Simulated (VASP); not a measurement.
Runs of VASP 6.6.1 on S. The structure is that of space group Fm-3m (No. 225), or close to it. The cells are those of the table. 

```csv
task,cell,cutoff (eV),gap on the mesh (eV),pressure (GPa)
relaxation of cell and atoms,"relaxed to 30 GPa from a = 2.608 Å, angles 60.0°, 1 atom",600,none,30.0
relaxation of cell and atoms,"relaxed to 30 GPa from a = 2.607 Å, angles 60.0°, 1 atom",600,none,30.0
single point,"a = 2.823 Å, angles 60.0°, 1 atom",520,none,-0.2
single point,"a = 2.607 Å, angles 60.0°, 1 atom",520,none,(a)
single point,"a = 2.609 Å, angles 60.0°, 1 atom",520,none,29.5
```

Alike in all rows: level PBE; potentials or basis VASP PAW PBE potentials, release 64 (S); no spin polarisation; k mesh 17 × 17 × 17; smearing fermi-dirac 0.1 eV.

**Question.** Estimate the missing entries.

**Answer.** (a) 29.9.

Caveats: the cell is relaxed towards a set pressure, so the enthalpy falls and the energy may rise (some runs).

A gap of «none» marks levels without a gap at the run's occupations.
